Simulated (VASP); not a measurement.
# CoO (I4/mmm) in VASP: further runs

CoO is run at these levels: PBE; tasks: single point.

All numbers are computed with VASP 6.6.1; they aren't measurements. Logs are shortened: lines on timing, memory, paths and dates and some standing lists are left out, and cuts for length are marked.

**1. The cell of the first run**

The structure is tetragonal, space group I4/mmm (No. 139). Conventional cell: a = 3.014 Å, b = 3.014 Å, c = 4.306 Å, α = 90.00°, β = 90.00°, γ = 90.00°. Co (site symmetry 4/mmm) has 6 O at 2.13 to 2.15 Å within 2.8 Å. O (site symmetry 4/mmm) has 6 Co at 2.13 to 2.15 Å within 2.8 Å.

**2. Single point, PBE, collinear spin, ferromagnetic start (zz strain of +1 %)**

File INCAR:

```
SYSTEM = CoO
PREC     = Accurate       ! precision mode
ENCUT    = 520            ! plane-wave cutoff, eV
EDIFF    = 1E-6           ! SCF threshold, eV
ISMEAR   = -1             ! smearing method
SIGMA    = 0.05           ! smearing width, eV
LREAL    = .False.        ! projectors in reciprocal space
LASPH    = .True.         ! aspherical terms in the spheres
NELM     = 150            ! most SCF steps
ALGO     = Normal         ! electronic algorithm
ISIF     = 2              ! what is computed and relaxed
LWAVE    = .False.        ! write WAVECAR
LCHARG   = .False.        ! write CHGCAR
ISPIN    = 2              ! spin polarisation
MAGMOM   = 2 0            ! initial moments
LORBIT   = 11             ! projections on sites
LMAXMIX  = 4              ! l up to which the mixer works
GGA      = PE             ! functional
NBANDS   = 18             ! bands
```

File KPOINTS:

```
regular mesh
0
Gamma
  16 16 16
  0 0 0
```

File POSCAR:

```
CoO
1.0
    0.0000000000      2.1315000000      2.1528150000
    2.1315000000      0.0000000000      2.1528150000
    2.1315000000      2.1315000000      0.0000000000
Co O
1 1
Direct
    0.0000000000      0.0000000000      0.0000000000
    0.5000000000      0.5000000000      0.5000000000
```

Potentials or basis: VASP PAW PBE potentials, release 64 (Co, O).

Run with:

```bash
cat potpaw_PBE.64/Co/POTCAR potpaw_PBE.64/O/POTCAR > POTCAR
mpirun -np 1 vasp_std > vasp.out
```

OUTCAR:

```text
SYSTEM = CoO
   PREC = Accurate
   ENCUT = 520
   EDIFF = 1E-6
   ISMEAR = -1
   LREAL = .False.
   LASPH = .True.
   NELM = 150
   ISIF = 2
   ISPIN = 2
   LORBIT = 11
   GGA = PE

 ion  position               nearest neighbor table
   1  0.000  0.000  0.000-   2 2.13   2 2.13   2 2.13   2 2.13   2 2.15   2 2.15
   2  0.500  0.500  0.500-   1 2.13   1 2.13   1 2.13   1 2.13   1 2.15   1 2.15

  LATTYP: Found a body centered tetragonal cell.
 ALAT       =     3.0143962082
 C/A-ratio  =     1.4283556980

  Lattice vectors:

 A1 = (  -2.1315000000,   0.0000000000,   2.1528150000)
 A2 = (   2.1315000000,   0.0000000000,   2.1528150000)
 A3 = (   0.0000000000,   2.1315000000,  -2.1528150000)

Analysis of symmetry for initial positions (statically):
=====================================================================
 Subroutine PRICEL returns:
 Original cell was already a primitive cell.

 Routine SETGRP: Setting up the symmetry group for a
 body centered tetragonal supercell.

 Subroutine GETGRP returns: Found 16 space group operations
 (whereof 16 operations were pure point group operations)
 out of a pool of 16 trial point group operations.

The static configuration has the point symmetry D_4h.

Analysis of symmetry for dynamics (positions and initial velocities):
=====================================================================
 Subroutine PRICEL returns:
 Original cell was already a primitive cell.

 Routine SETGRP: Setting up the symmetry group for a
 body centered tetragonal supercell.

 Subroutine GETGRP returns: Found 16 space group operations
 (whereof 16 operations were pure point group operations)
 out of a pool of 16 trial point group operations.

The dynamic configuration has the point symmetry D_4h.

Analysis of structural, dynamic, and magnetic symmetry:
=====================================================================
 Subroutine PRICEL returns:
 Original cell was already a primitive cell.

 Routine SETGRP: Setting up the symmetry group for a
 body centered tetragonal supercell.

 Subroutine GETGRP returns: Found 16 space group operations
 (whereof 16 operations were pure point group operations)
 out of a pool of 16 trial point group operations.

The overall configuration has the point symmetry D_4h.

 Subroutine INISYM returns: Found 16 space group operations
 (whereof 16 operations are pure point group operations),
 and found     1 'primitive' translations

----------------------------------------------------------------------------------------

                                     Primitive cell

  volume of cell :      19.5617

  direct lattice vectors                    reciprocal lattice vectors
     0.000000000  2.131500000  2.152815000    -0.234576589  0.234576589  0.232254049
     2.131500000  0.000000000  2.152815000     0.234576589 -0.234576589  0.232254049
     2.131500000  2.131500000  0.000000000     0.234576589  0.234576589 -0.232254049

  length of vectors
     3.029505681  3.029505681  3.014396208     0.404962092  0.404962092  0.404962092

  position of ions in fractional coordinates (direct lattice)
     0.000000000  0.000000000  0.000000000
     0.500000000  0.500000000  0.500000000

  ion indices of the primitive-cell ions
   primitive index   ion index
                 1           1
                 2           2

----------------------------------------------------------------------------------------

 KPOINTS: regular mesh

Automatic generation of k-mesh.
 Grid dimensions read from file:
 generate k-points for:   16   16   16

 Generating k-lattice:

  Cartesian coordinates                     Fractional coordinates (reciprocal lattice)
    -0.014661037  0.014661037  0.014515878     0.062500000  0.000000000  0.000000000
     0.014661037 -0.014661037  0.014515878     0.000000000  0.062500000  0.000000000
     0.014661037  0.014661037 -0.014515878     0.000000000  0.000000000  0.062500000

  Length of vectors
     0.025310131  0.025310131  0.025310131

  Shift w.r.t. Gamma in fractional coordinates (k-lattice)
     0.000000000  0.000000000  0.000000000

 Subroutine IBZKPT returns following result:
 ===========================================

 Found    349 irreducible k-points:

 Following reciprocal coordinates:
            Coordinates               Weight
  0.000000  0.000000  0.000000      1.000000
  0.062500  0.000000  0.000000      8.000000
  0.125000  0.000000  0.000000      8.000000
  0.187500  0.000000  0.000000      8.000000
  0.250000  0.000000  0.000000      8.000000
  0.312500  0.000000  0.000000      8.000000
[... 16 lines left out ...]
 -0.125000  0.062500  0.000000      8.000000
 -0.062500  0.062500  0.000000      4.000000
 [... further k-points ...]
   k-points           NKPTS =    349   k-points in BZ     NKDIM =    349   number of bands    NBANDS=     18
   number of dos      NEDOS =    301   number of ions     NIONS =      2
   total plane-waves  NPLWV =  13824
   dimension x,y,z NGX =    24 NGY =   24 NGZ =   24
   dimension x,y,z NGXF=    48 NGYF=   48 NGZF=   48
   ions per type =               1   1
   NGX,Y,Z   is equivalent  to a cutoff of  13.17, 13.17, 13.24 a.u.
   NGXF,Y,Z  is equivalent  to a cutoff of  26.34, 26.34, 26.47 a.u.
 SYSTEM =  CoO
   PREC   = accura    normal or accurate (medium, high low for compatibility)
   ISTART =      0    job   : 0-new  1-cont  2-samecut
   ICHARG =      2    charge: 1-file 2-atom 10-const
   ISPIN  =      2    spin polarized calculation?
   LNONCOLLINEAR =      F non collinear calculations
   LSORBIT =      F    spin-orbit coupling
   LASPH  =      T    aspherical Exc in radial PAW
   ENCUT  =  520.0 eV  38.22 Ry    6.18 a.u.   5.63  5.63  5.60*2*pi/ulx,y,z
   NELM   =    150;   NELMIN=  2; NELMDL= -5     # of ELM steps
   EDIFF  = 0.1E-05   stopping-criterion for ELM
   LREAL  =      F    real-space projection
[... 7 lines left out ...]
   TEBEG  =    0.0;   TEEND  =   0.0 temperature during run
   PSTRESS=    0.0 pullay stress
   NELECT =      15.0000    total number of electrons
   NUPDOWN=      -1.0000    fix difference up-down
   EMIN   =  10.00;   EMAX   =-10.00  energy-range for DOS
   EFERMI =   0.00;   METHOD = LEGACY
   ISMEAR =    -1;   SIGMA  =   0.05  broadening in eV -4-tet -1-fermi 0-gaus
   EFERMI_NEDOS =   21; number of points for ismear=-14 and -15
   IALGO  =     38    algorithm
   IMIX   =      4    mixing-type and parameters
     AMIX     =   0.40;   BMIX     =  1.00
     AMIX_MAG =   1.60;   BMIX_MAG =  1.00
  volume/ion in A,a.u.               =       9.78        66.00
  Fermi-wavevector in a.u.,A,eV,Ry     =   1.498429  2.831620 30.549011  2.245289
  Thomas-Fermi vector in A             =   2.610189
   LORBIT       =     11    0 simple, 1 ext, 2 COOP (PROOUT), +10 PAW based schemes
   GGA     = PE    functional components
   LHFCALC =     F    Hartree Fock is set to
   AEXX    =    0.0000 exact exchange contribution
   IVDW    =     0    specifies the selected vdW correction
   LEPSILON=     F    determine dielectric tensor
   LRPA    =     F    only Hartree local field effects (RPA)
 spin polarized calculation
  energy-cutoff  :      520.00
  volume of cell :       19.56
 maximum number of plane-waves:       544
   NGX = 11   NGY = 11   NGZ = 11

 number of electron      15.0000007 magnetization       2.9284290

 Free energy of the ion-electron system (eV)
  ---------------------------------------------------
  ext. energy  EPLUGINS =         0.00000000
  ---------------------------------------------------
  free energy    TOTEN  =       -13.05828836 eV

  energy without entropy =      -13.02321594  energy(sigma->0) =      -13.04075215

 E-fermi :   7.7279     XC(G=0): -12.3383

 val. band max:        7.7263430390   @ k =  -0.3125   0.1250   0.0000
 cond. band min:       7.7297874247   @ k =  -0.3750   0.0000   0.1250
 fundamental gap:      0.0034443857
 Fermi energy:         7.7279128976

 spin component 1

 k-point     1 :       0.0000    0.0000    0.0000
  band No.  band energies     occupation
      1     -12.3416      1.00000
      2       4.4678      1.00000
      3       4.4736      1.00000
      4       4.6089      1.00000
      5       4.6644      1.00000
      6       4.6644      1.00000
[... 10 lines left out ...]
     17      29.1019      0.00000
     18      32.3218      0.00000

 k-point     2 :       0.0625    0.0000    0.0000
  band No.  band energies     occupation
      1     -12.3019      1.00000
      2       3.9994      1.00000
      3       4.0163      1.00000
      4       4.1321      1.00000
      5       4.6476      1.00000
      6       4.7110      1.00000
[... 10 lines left out ...]
     17      29.5751      0.00000
     18      32.9975      0.00000
[... 442 lines left out ...]
 k-point    24 :      -0.0625    0.0625    0.0000
  band No.  band energies     occupation
      1     -12.2362      1.00000
      2       3.4897      1.00000
      3       3.5329      1.00000
      4       4.1020      1.00000
      5       4.6183      1.00000
      6       4.7551      1.00000
[... 10 lines left out ...]
     17      30.4792      0.00000
     18      33.1792      0.00000

 [... further k-points ...]

 spin component 2

 k-point     1 :       0.0000    0.0000    0.0000
  band No.  band energies     occupation
      1     -11.8318      1.00000
      2       5.2262      1.00000
      3       5.2262      1.00000
      4       5.2735      1.00000
      5       6.6401      1.00000
      6       6.6704      1.00000
[... 10 lines left out ...]
     17      30.0670      0.00000
     18      33.1442      0.00000

 k-point     2 :       0.0625    0.0000    0.0000
  band No.  band energies     occupation
      1     -11.7910      1.00000
      2       4.8648      1.00000
      3       5.0768      1.00000
      4       5.1090      1.00000
      5       6.7034      1.00000
      6       6.7213      1.00000
[... 10 lines left out ...]
     17      30.4513      0.00000
     18      33.8469      0.00000
[... 442 lines left out ...]
 k-point    24 :      -0.0625    0.0625    0.0000
  band No.  band energies     occupation
      1     -11.7235      1.00000
      2       4.3510      1.00000
      3       4.8286      1.00000
      4       4.9761      1.00000
      5       6.7228      1.00000
      6       6.8663      1.00000
[... 10 lines left out ...]
     17      31.2674      0.00000
     18      34.0214      0.00000

 [... further k-points ...]
[... 5 lines left out ...]
  --------------------------------------------------------------------------------------
  -------------------------------------------------------------------------------------
  Total       -0.4639564     -0.4639564     -0.4652047      0.0000000      0.0000000      0.0000000
  in kB      -37.9997183    -37.9997183    -38.1019607      0.0000000      0.0000000      0.0000000
  external PRESSURE =     -38.0337991 kB  Pullay stress =       0.0000000 kB

 VOLUME and BASIS-vectors are now :
 -----------------------------------------------------------------------------
  energy-cutoff  :      520.00
  volume of cell :       19.56
      direct lattice vectors                 reciprocal lattice vectors
     0.000000000  2.131500000  2.152815000    -0.234576589  0.234576589  0.232254049
     2.131500000  0.000000000  2.152815000     0.234576589 -0.234576589  0.232254049
     2.131500000  2.131500000  0.000000000     0.234576589  0.234576589 -0.232254049

 POSITION                                       TOTAL-FORCE (eV/Angst)
 -----------------------------------------------------------------------------------
      0.00000      0.00000      0.00000         0.000000     -0.000000      0.000000
      2.13150      2.13150      2.15281        -0.000000      0.000000      0.000000
 -----------------------------------------------------------------------------------
    total drift:                                0.000000     -0.000000     -0.000000

  FREE ENERGIE OF THE ION-ELECTRON SYSTEM (eV)
  ---------------------------------------------------
  free  energy   TOTEN  =       -13.0582883589 eV

  energy  without entropy=      -13.0232159414  energy(sigma->0) =      -13.04075215

 total charge

# of ion       s       p       d       tot
------------------------------------------
    1        0.291   0.348   7.133   7.772
    2        1.556   3.418   0.000   4.974
--------------------------------------------------
tot          1.847   3.766   7.133  12.746

 magnetization (x)

# of ion       s       p       d       tot
------------------------------------------
    1        0.020   0.017   2.536   2.573
    2        0.028   0.275   0.000   0.303
--------------------------------------------------
tot          0.049   0.292   2.536   2.877
```

It took 1.7 min on 1 thread of Intel Xeon 6975P-C (Granite Rapids), shared host; peak memory 0.3 GiB.

Results:

```yaml
Free_energy: -13.0583 eV
Pressure: -3.8 GPa
Net_moment: 2.93 μB per cell
Site_moments: Co +2.57; O +0.30 μB
Valence_electrons_inside_the_program's_atomic_spheres: Co 7.77; O 4.97
```

Caveat: the cell differs from its parent crystal (zz strain of +1 %); a cell with one magnetic atom can't hold antiferromagnetic order, which such compounds often take; semilocal functionals often make such compounds metallic where correlation or magnetic order opens a gap, which also shifts bond lengths.

**3. Single point, PBE, collinear spin, ferromagnetic start (zz strain of +2 %)**

File INCAR:

```
SYSTEM = CoO
ALGO = Normal
EDIFF = 1E-6
ENCUT = 520
GGA = PE
ISIF = 2
ISMEAR = -1
ISPIN = 2
LASPH = .True.
LCHARG = .False.
LMAXMIX = 4
LORBIT = 11
LREAL = .False.
LWAVE = .False.
MAGMOM = 2 0
NBANDS = 18
NELM = 150
PREC = Accurate
SIGMA = 0.05
```

File KPOINTS:

```
k-points
0
Gamma
  16 16 16
  0 0 0
```

File POSCAR:

```
CoO
1.0
    0.0000000000      2.1315000000      2.1741300000
    2.1315000000      0.0000000000      2.1741300000
    2.1315000000      2.1315000000      0.0000000000
Co O
1 1
Direct
    0.0000000000      0.0000000000      0.0000000000
    0.5000000000      0.5000000000      0.5000000000
```

Potentials or basis: VASP PAW PBE potentials, release 64 (Co, O).

Run with:

```bash
cat potpaw_PBE.64/Co/POTCAR potpaw_PBE.64/O/POTCAR > POTCAR
mpirun -np 1 vasp_std > vasp.out
```

It took 94 s on 1 thread of Intel Xeon 6975P-C (Granite Rapids), shared host; peak memory 0.3 GiB.

The run converged. Its results:

| Item | Value |
| --- | --- |
| Free energy | -13.0529 eV |
| Pressure | -5.3 GPa |
| Net moment | 2.94 μB per cell |
| Site moments | Co +2.58; O +0.30 μB |
| Valence electrons inside the program's atomic spheres | Co 7.76; O 4.97 |

Levels at points of the mesh, in eV from the Fermi level:
Spin up:
```
           k point  band 5  band 6  band 7  band 8  band 9  band 10  band 11  band 12  band 13  band 14
(0.00, 0.00, 0.00)   -3.04   -3.04   -2.97   -2.97   -2.97     0.90    16.81    17.92    18.01    18.01
(0.50, 0.00, 0.00)   -2.40   -2.32   -1.81   -0.01    0.12     5.03     9.15    13.09    13.53    20.19
(0.50, 0.50, 0.00)   -3.93   -2.96   -2.46   -2.04   -2.04     5.72     9.53    11.73    15.68    15.68
(0.50, 0.00, 0.50)   -3.80   -2.91   -2.46   -2.16   -2.06     5.74     9.78    11.53    15.27    15.59
```
Spin down:
```csv
k point,band 4,band 5,band 6,band 7,band 8,band 9
"(0.00, 0.00, 0.00)",-2.38,-1.09,-1.03,-1.03,0.07,0.11
"(0.50, 0.00, 0.00)",-4.42,-0.15,-0.08,0.18,2.62,2.69
"(0.50, 0.50, 0.00)",-3.63,-2.11,0.11,0.11,0.49,1.00
"(0.50, 0.00, 0.50)",-3.60,-2.12,0.09,0.17,0.59,0.95
```

Caveat: the cell differs from its parent crystal (zz strain of +2 %); a cell with one magnetic atom can't hold antiferromagnetic order, which such compounds often take; semilocal functionals often make such compounds metallic where correlation or magnetic order opens a gap, which also shifts bond lengths.
